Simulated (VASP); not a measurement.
# ZnCd2Se2S (P-3m1) in VASP: notebook

The runs below take ZnCd2Se2S through single point, with PBE.

Program: VASP 6.6.1. These are calculated values, not measurements. Logs are shortened: lines on timing, memory, paths and dates and some standing lists are left out, and cuts for length are marked.

**1. The cell of the first run**

It takes space group P-3m1 (No. 164, trigonal). Conventional cell: a = 3.904 Å, b = 3.904 Å, c = 9.642 Å, α = 90.00°, β = 90.00°, γ = 120.00°. Zn (site symmetry -3m) has 6 Se at 2.70 Å within 3.6 Å. Within 3.6 Å of Cd (site symmetry 3m) lie 3 S at 2.75 Å and 3 Se at 2.85 Å. Se (site symmetry 3m) has 3 Zn at 2.70 Å and 3 Cd at 2.85 Å within 3.6 Å. S (site symmetry -3m) has 6 Cd at 2.75 Å within 3.6 Å.

**2. Single point, PBE**

Contents of INCAR:

```
PREC = Accurate
ENCUT = 520
EDIFF = 1E-6
ISMEAR = 0
SIGMA = 0.1
LREAL = False
LASPH = True
NELM = 100
ALGO = Normal
ISIF = 2
LWAVE = False
LCHARG = False
GGA = PE
NBANDS = 36
```

Contents of KPOINTS:

```
Automatic mesh
0
Gamma
  6 6 4
```

Contents of POSCAR:

```
ZnCd2Se2S
1.0
    3.9040254177     -0.0000000025      0.0000000000
   -1.9520127067      3.3809851900      0.0000000000
    0.0000000000      0.0000000000      9.6424507300
Zn Cd Se S
1 2 2 1
Direct
    0.0000000000      0.0000000000      0.5000000000
    0.6666666667      0.3333333333      0.8360420394
    0.3333333333      0.6666666667      0.1639579606
    0.6666666667      0.3333333333      0.3454830043
    0.3333333333      0.6666666667      0.6545169957
    0.0000000000      0.0000000000      0.0000000000
```

Potentials or basis: VASP PAW PBE potentials, release 64 (Zn, Cd, Se, S).

Launch:

```
> cat potpaw_PBE.64/Zn/POTCAR potpaw_PBE.64/Cd/POTCAR potpaw_PBE.64/Se/POTCAR potpaw_PBE.64/S/POTCAR > POTCAR
> mpirun -np 1 vasp_std > vasp.out
```

OUTCAR:

```text
PREC = Accurate
   ENCUT = 520
   EDIFF = 1E-6
   ISMEAR = 0
   LREAL = False
   LASPH = True
   NELM = 100
   ISIF = 2
   GGA = PE

 ion  position               nearest neighbor table
   1  0.000  0.000  0.500-   4 2.70   5 2.70   4 2.70   5 2.70   4 2.70   5 2.70
   2  0.667  0.333  0.836-   6 2.75   6 2.75   6 2.75   5 2.85   5 2.85   5 2.85
   3  0.333  0.667  0.164-   6 2.75   6 2.75   6 2.75   4 2.85   4 2.85   4 2.85
   4  0.667  0.333  0.345-   1 2.70   1 2.70   1 2.70   3 2.85   3 2.85   3 2.85
   5  0.333  0.667  0.655-   1 2.70   1 2.70   1 2.70   2 2.85   2 2.85   2 2.85
   6  0.000  0.000  0.000-   2 2.75   3 2.75   2 2.75   3 2.75   2 2.75   3 2.75

  LATTYP: Found a hexagonal cell.
 ALAT       =     3.9040254177
 C/A-ratio  =     2.4698739630

  Lattice vectors:

 A1 = (   3.9040254177,  -0.0000000025,   0.0000000000)
 A2 = (  -1.9520127067,   3.3809851900,   0.0000000000)
 A3 = (   0.0000000000,   0.0000000000,   9.6424507300)

Analysis of symmetry for initial positions (statically):
=====================================================================
 Subroutine PRICEL returns:
 Original cell was already a primitive cell.

 Routine SETGRP: Setting up the symmetry group for a
 hexagonal supercell.

 Subroutine GETGRP returns: Found 12 space group operations
 (whereof 12 operations were pure point group operations)
 out of a pool of 24 trial point group operations.

The static configuration has the point symmetry D_3d.

Analysis of symmetry for dynamics (positions and initial velocities):
=====================================================================
 Subroutine PRICEL returns:
 Original cell was already a primitive cell.

 Routine SETGRP: Setting up the symmetry group for a
 hexagonal supercell.

 Subroutine GETGRP returns: Found 12 space group operations
 (whereof 12 operations were pure point group operations)
 out of a pool of 24 trial point group operations.

The dynamic configuration has the point symmetry D_3d.

 Subroutine INISYM returns: Found 12 space group operations
 (whereof 12 operations are pure point group operations),
 and found     1 'primitive' translations

----------------------------------------------------------------------------------------

                                     Primitive cell

  volume of cell :     127.2751

  direct lattice vectors                    reciprocal lattice vectors
     3.904025418 -0.000000003  0.000000000     0.256145873  0.147885889  0.000000000
    -1.952012707  3.380985190  0.000000000     0.000000000  0.295771778  0.000000000
     0.000000000  0.000000000  9.642450730     0.000000000  0.000000000  0.103708075

  length of vectors
     3.904025418  3.904025418  9.642450730     0.295771778  0.295771778  0.103708075

  position of ions in fractional coordinates (direct lattice)
     0.000000000  0.000000000  0.500000000
     0.666666667  0.333333333  0.836042039
     0.333333333  0.666666667  0.163957961
     0.666666667  0.333333333  0.345483004
     0.333333333  0.666666667  0.654516996
     0.000000000  0.000000000  0.000000000

  ion indices of the primitive-cell ions
   primitive index   ion index
                 1           1
                 2           2
                 3           3
                 4           4
                 5           5
                 6           6

----------------------------------------------------------------------------------------

 KPOINTS: Automatic mesh

Automatic generation of k-mesh.
 Grid dimensions read from file:
 generate k-points for:    6    6    4

 Generating k-lattice:

  Cartesian coordinates                     Fractional coordinates (reciprocal lattice)
     0.042690979  0.024647648  0.000000000     0.166666667  0.000000000  0.000000000
     0.000000000  0.049295296  0.000000000     0.000000000  0.166666667  0.000000000
     0.000000000  0.000000000  0.025927019     0.000000000  0.000000000  0.250000000

  Length of vectors
     0.049295296  0.049295296  0.025927019

  Shift w.r.t. Gamma in fractional coordinates (k-lattice)
     0.000000000  0.000000000  0.000000000

 Subroutine IBZKPT returns following result:
 ===========================================

 Found     24 irreducible k-points:

 Following reciprocal coordinates:
            Coordinates               Weight
  0.000000  0.000000  0.000000      1.000000
  0.166667 -0.000000  0.000000      6.000000
  0.333333 -0.000000  0.000000      6.000000
  0.500000  0.000000  0.000000      3.000000
  0.166667  0.166667  0.000000      6.000000
  0.333333  0.166667  0.000000     12.000000
[... 16 lines left out ...]
  0.333333  0.166667  0.500000     12.000000
  0.333333  0.333333  0.500000      2.000000
   k-points           NKPTS =     24   k-points in BZ     NKDIM =     24   number of bands    NBANDS=     36
   number of dos      NEDOS =    301   number of ions     NIONS =      6
   total plane-waves  NPLWV =  64800
   dimension x,y,z NGX =    30 NGY =   30 NGZ =   72
   dimension x,y,z NGXF=    60 NGYF=   60 NGZF=  144
   ions per type =               1   2   2   1
   NGX,Y,Z   is equivalent  to a cutoff of  12.77, 12.77, 12.41 a.u.
   NGXF,Y,Z  is equivalent  to a cutoff of  25.55, 25.55, 24.83 a.u.
 SYSTEM =  unknown system
   PREC   = accura    normal or accurate (medium, high low for compatibility)
   ISTART =      0    job   : 0-new  1-cont  2-samecut
   ICHARG =      2    charge: 1-file 2-atom 10-const
   ISPIN  =      1    spin polarized calculation?
   LNONCOLLINEAR =      F non collinear calculations
   LSORBIT =      F    spin-orbit coupling
   LASPH  =      T    aspherical Exc in radial PAW
   ENCUT  =  520.0 eV  38.22 Ry    6.18 a.u.   7.26  7.26 17.93*2*pi/ulx,y,z
   NELM   =    100;   NELMIN=  2; NELMDL= -5     # of ELM steps
   EDIFF  = 0.1E-05   stopping-criterion for ELM
   LREAL  =      F    real-space projection
   EDIFFG = 0.1E-04   stopping-criterion for IOM
   NSW    =      0    number of steps for IOM
   IBRION =     -1    ionic relax: 0-MD 1-quasi-New 2-CG
   NFREE  =      0    steps in history (QN), initial steepest desc. (CG)
   ISIF   =      2    stress and relaxation
   ISYM   =      2    0-nonsym 1-usesym 2-fastsym
   POTIM  = 0.5000    time-step for ionic-motion
   TEBEG  =    0.0;   TEEND  =   0.0 temperature during run
   PSTRESS=    0.0 pullay stress
   NELECT =      54.0000    total number of electrons
   NUPDOWN=      -1.0000    fix difference up-down
   EMIN   =  10.00;   EMAX   =-10.00  energy-range for DOS
   EFERMI =   0.00;   METHOD = LEGACY
   ISMEAR =     0;   SIGMA  =   0.10  broadening in eV -4-tet -1-fermi 0-gaus
   EFERMI_NEDOS =   21; number of points for ismear=-14 and -15
   IALGO  =     38    algorithm
   IMIX   =      4    mixing-type and parameters
     AMIX     =   0.40;   BMIX     =  1.00
     AMIX_MAG =   1.60;   BMIX_MAG =  1.00
  volume/ion in A,a.u.               =      21.21       143.15
  Fermi-wavevector in a.u.,A,eV,Ry     =   1.230151  2.324648 20.589297  1.513271
  Thomas-Fermi vector in A             =   2.365010
   LORBIT       =      0    0 simple, 1 ext, 2 COOP (PROOUT), +10 PAW based schemes
   GGA     = PE    functional components
   LHFCALC =     F    Hartree Fock is set to
   AEXX    =    0.0000 exact exchange contribution
   IVDW    =     0    specifies the selected vdW correction
   LEPSILON=     F    determine dielectric tensor
   LRPA    =     F    only Hartree local field effects (RPA)
 non-spin polarized calculation
 Gauss-broadening in eV      SIGMA  =   0.10
  energy-cutoff  :      520.00
  volume of cell :      127.28
 maximum number of plane-waves:      3456
 NGX is ok and might be reduce to    30
   NGX = 15   NGY = 15   NGZ = 35

 number of electron      54.0000007 magnetization

 Free energy of the ion-electron system (eV)
  ---------------------------------------------------
  ext. energy  EPLUGINS =         0.00000000
  ---------------------------------------------------
  free energy    TOTEN  =       -16.43653445 eV

  energy without entropy =      -16.42574569  energy(sigma->0) =      -16.43114007

 E-fermi :   2.8189     XC(G=0): -10.2515

 val. band max:        2.8077625130   @ k =   0.0000   0.1667   0.2500
 cond. band min:       3.2001171161   @ k =   0.0000   0.0000   0.0000
 fundamental gap:      0.3923546031
 Fermi energy:         2.8188637763

 k-point     1 :       0.0000    0.0000    0.0000
  band No.  band energies     occupation
      1     -10.4388      2.00000
      2      -9.6596      2.00000
      3      -9.5848      2.00000
      4      -5.3805      2.00000
      5      -5.3805      2.00000
      6      -5.3021      2.00000
[... 28 lines left out ...]
     35       9.0166      0.00000
     36       9.0493      0.00000

 k-point     2 :       0.1667   -0.0000    0.0000
  band No.  band energies     occupation
      1     -10.2329      2.00000
      2      -9.5824      2.00000
      3      -9.4845      2.00000
      4      -5.3509      2.00000
      5      -5.3350      2.00000
      6      -5.2874      2.00000
[... 28 lines left out ...]
     35       9.9521      0.00000
     36      10.1733      0.00000

 k-point     3 :       0.3333   -0.0000    0.0000
  band No.  band energies     occupation
      1      -9.7351      2.00000
      2      -9.4422      2.00000
      3      -9.2785      2.00000
      4      -5.3489      2.00000
      5      -5.3393      2.00000
      6      -5.2610      2.00000
[... 28 lines left out ...]
     35       9.7116      0.00000
     36       9.9298      0.00000

 k-point     4 :       0.5000    0.0000    0.0000
  band No.  band energies     occupation
      1      -9.3817      2.00000
      2      -9.3779      2.00000
      3      -9.2194      2.00000
      4      -5.3667      2.00000
      5      -5.3268      2.00000
      6      -5.3115      2.00000
[... 28 lines left out ...]
     35       9.3549      0.00000
     36      10.3645      0.00000

 k-point     5 :       0.1667    0.1667    0.0000
  band No.  band energies     occupation
      1      -9.8791      2.00000
      2      -9.4621      2.00000
      3      -9.3400      2.00000
      4      -5.2896      2.00000
      5      -5.2841      2.00000
      6      -5.2753      2.00000
[... 655 lines left out ...]
 k-point    22 :       0.1667    0.1667    0.5000
  band No.  band energies     occupation
      1      -9.8178      2.00000
      2      -9.6164      2.00000
      3      -9.2470      2.00000
      4      -5.3384      2.00000
      5      -5.2889      2.00000
      6      -5.2718      2.00000
[... 28 lines left out ...]
     35       9.6737      0.00000
     36      10.4565      0.00000

 k-point    23 :       0.3333    0.1667    0.5000
  band No.  band energies     occupation
      1      -9.4350      2.00000
      2      -9.3299      2.00000
      3      -9.2262      2.00000
      4      -5.3117      2.00000
      5      -5.2980      2.00000
      6      -5.2641      2.00000
[... 28 lines left out ...]
     35       9.6126      0.00000
     36       9.7274      0.00000

 k-point    24 :       0.3333    0.3333    0.5000
  band No.  band energies     occupation
      1      -9.2814      2.00000
      2      -9.2343      2.00000
      3      -9.2343      2.00000
      4      -5.3177      2.00000
      5      -5.2451      2.00000
      6      -5.2451      2.00000
[... 28 lines left out ...]
     35      10.1473      0.00000
     36      10.3915      0.00000

------------------------ aborting loop because EDIFF is reached ----------------------------------------

  FORCE on cell =-STRESS in cart. coord.  units (eV):
  Direction    XX          YY          ZZ          XY          YZ          ZX
  --------------------------------------------------------------------------------------
  -------------------------------------------------------------------------------------
  Total        0.1989770      0.1989770      0.2404353     -0.0000000      0.0000000     -0.0000000
  in kB        2.5047830      2.5047830      3.0266723     -0.0000000      0.0000000     -0.0000000
  external PRESSURE =       2.6787461 kB  Pullay stress =       0.0000000 kB

 VOLUME and BASIS-vectors are now :
 -----------------------------------------------------------------------------
  energy-cutoff  :      520.00
  volume of cell :      127.28
      direct lattice vectors                 reciprocal lattice vectors
     3.904025418 -0.000000003  0.000000000     0.256145873  0.147885889  0.000000000
    -1.952012707  3.380985190  0.000000000     0.000000000  0.295771778  0.000000000
     0.000000000  0.000000000  9.642450730     0.000000000  0.000000000  0.103708075

 POSITION                                       TOTAL-FORCE (eV/Angst)
 -----------------------------------------------------------------------------------
      0.00000      0.00000      4.82123        -0.000000     -0.000000     -0.000000
      1.95201      1.12700      8.06149        -0.000000      0.000000      0.008336
      0.00000      2.25399      1.58096         0.000000     -0.000000     -0.008336
      1.95201      1.12700      3.33130         0.000000     -0.000000      0.021355
      0.00000      2.25399      6.31115        -0.000000      0.000000     -0.021355
      0.00000      0.00000      0.00000        -0.000000     -0.000000     -0.000000
 -----------------------------------------------------------------------------------
    total drift:                               -0.000000      0.000000      0.000000

  FREE ENERGIE OF THE ION-ELECTRON SYSTEM (eV)
  ---------------------------------------------------
  free  energy   TOTEN  =       -16.4365344516 eV

  energy  without entropy=      -16.4257456933  energy(sigma->0) =      -16.43114007
```

It took 65 s on 1 thread of Intel Xeon 6975P-C (Granite Rapids), shared host; peak memory 0.3 GiB.

Results:

```yaml
Free_energy: -16.4365 eV
Pressure: 0.3 GPa
Largest_force: 0.021 eV/Å
Band_gap_on_the_k_mesh: zero (band 27 reaches 2.81 eV, above the bottom of band 28 at 2.32 eV)
```

Forces in eV/Å, atoms in the order of the input:
```
Zn   0.000  0.000  0.000
Cd   0.000  0.000  0.008
Cd   0.000  0.000 -0.008
Se   0.000  0.000  0.021
Se   0.000  0.000 -0.021
S    0.000  0.000  0.000
```

**3. Single point, PBE**

Contents of INCAR:

```
PREC = Accurate
ENCUT = 520
EDIFF = 1E-6
ISMEAR = 0
SIGMA = 0.1
LREAL = False
LASPH = True
NELM = 60
ALGO = Normal
ISIF = 2
LWAVE = False
LCHARG = True
GGA = PE
LELF = True
LVHAR = True
NBANDS = 36
```

Contents of KPOINTS:

```
regular mesh
0
Gamma
  12 12 4
```

Contents of POSCAR:

```
ZnCd2Se2S
1.0
    3.9030051520      0.0000000000      0.0000000000
   -1.9515025760      3.3801016127      0.0000000000
    0.0000000000      0.0000000000      9.6412669617
Zn Cd Se S
1 2 2 1
Direct
    0.0000000000      0.0000000000      0.5000000000
    0.6666666667      0.3333333333      0.8360336193
    0.3333333333      0.6666666667      0.1639663807
    0.6666666667      0.3333333333      0.3454219039
    0.3333333333      0.6666666667      0.6545780961
    0.0000000000      0.0000000000      0.0000000000
```

Potentials or basis: VASP PAW PBE potentials, release 64 (Zn, Cd, Se, S).

Launch:

```
> cat potpaw_PBE.64/Zn/POTCAR potpaw_PBE.64/Cd/POTCAR potpaw_PBE.64/Se/POTCAR potpaw_PBE.64/S/POTCAR > POTCAR
> mpirun -np 1 vasp_std > vasp.out
```

It took 2.6 min on 1 thread of Intel Xeon 6975P-C (Granite Rapids), shared host; peak memory 0.46 GiB.

The run converged. Its results:

- Free energy: -16.4417 eV
- Pressure: 0.3 GPa
- Largest force: 0.019 eV/Å
- Band gap on the k mesh: zero (band 27 reaches 2.82 eV, above the bottom of band 28 at 2.33 eV)

Forces on the atoms (eV/Å):
```
Zn   0.000  0.000  0.000
Cd   0.000  0.000  0.001
Cd   0.000  0.000 -0.001
Se   0.000  0.000  0.019
Se   0.000  0.000 -0.019
S    0.000  0.000  0.000
```

Levels at points of the mesh, in eV from the Fermi level:
| k point | band 25 | band 26 | band 27 | band 28 | band 29 | band 30 |
| --- | --- | --- | --- | --- | --- | --- |
| (0.00, 0.00, 0.00) | -0.24 | -0.16 | -0.16 | 0.39 | 3.10 | 3.44 |
| (0.50, 0.00, 0.00) | -1.26 | -1.09 | -0.56 | -0.49 | 2.96 | 3.12 |
| (0.00, 0.00, 0.50) | -0.32 | -0.08 | -0.08 | 2.12 | 2.27 | 3.27 |
| (0.50, 0.00, 0.50) | -1.81 | -0.16 | -0.11 | 0.79 | 1.10 | 3.12 |
